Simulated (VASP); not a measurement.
Here is a VASP 6.6.1 calculation.

INCAR

```
PREC = Accurate
ENCUT = 520
EDIFF = 1E-6
ISMEAR = 0
SIGMA = 0.01
LREAL = F
LASPH = T
NELM = 120
ALGO = Normal
ISIF = 2
LWAVE = F
LCHARG = F
GGA = PS
NELECT = 216.0
NBANDS = 127
GGA_COMPAT = F
```

File KPOINTS:

```
Automatic mesh
0
Gamma
  1 1 1
  0.25 0.25 0.25
```

Contents of POSCAR:

```
Ta8O21
1.0
    0.0000000000     11.9846651800      3.5696847700
    5.7020527300      0.0000000000      3.5696847700
    5.7020527300     11.9846651800      0.0000000000
Ta O
8 21
Direct
    0.1032942700      0.3967057300      0.7540542400
    0.6032942700      0.8967057300      0.2540542400
    0.3967057300      0.1032942700      0.7459457600
    0.8967057300      0.6032942700      0.2459457600
    0.2459457600      0.2540542400      0.3967057300
    0.7459457600      0.7540542400      0.8967057300
    0.2540542400      0.2459457600      0.1032942700
    0.7540542400      0.7459457600      0.6032942700
    0.3109574100      0.6890425900      0.5726589900
    0.8109574100      0.1890425900      0.0726589900
    0.1890425900      0.8109574100      0.9273410100
    0.6890425900      0.3109574100      0.4273410100
    0.4273410100      0.5726589900      0.1890425900
    0.9273410100      0.0726589900      0.6890425900
    0.0726589900      0.9273410100      0.3109574100
    0.5726589900      0.4273410100      0.8109574100
    0.4188198200      0.0811801800      0.3141786100
    0.9188198200      0.5811801800      0.8141786100
    0.0811801800      0.4188198200      0.1858213900
    0.5811801800      0.9188198200      0.6858213900
    0.1858213900      0.3141786100      0.5811801800
    0.6858213900      0.8141786100      0.0811801800
    0.3141786100      0.1858213900      0.9188198200
    0.8141786100      0.6858213900      0.4188198200
    0.2500000000      0.2500000000      0.7500000000
    0.7500000000      0.7500000000      0.2500000000
    0.2500000000      0.2500000000      0.2500000000
    0.7500000000      0.7500000000      0.7500000000
    0.1677490000      0.8322510000      0.4798390000
```

Potentials or basis: VASP PAW PBE potentials, release 64 (Ta_pv, O).

Run with:

```console
$ cat potpaw_PBE.64/Ta_pv/POTCAR potpaw_PBE.64/O/POTCAR > POTCAR
$ mpirun -np 1 vasp_std > vasp.out
```

(1) What does it give for the largest force?

## Answers

(1) 3.225 eV/Å.

Caveat: the cell carries a net charge on a neutralising background, which shifts energy and pressure; the PAW data sets were made with another functional, which shifts forces and pressure a little.
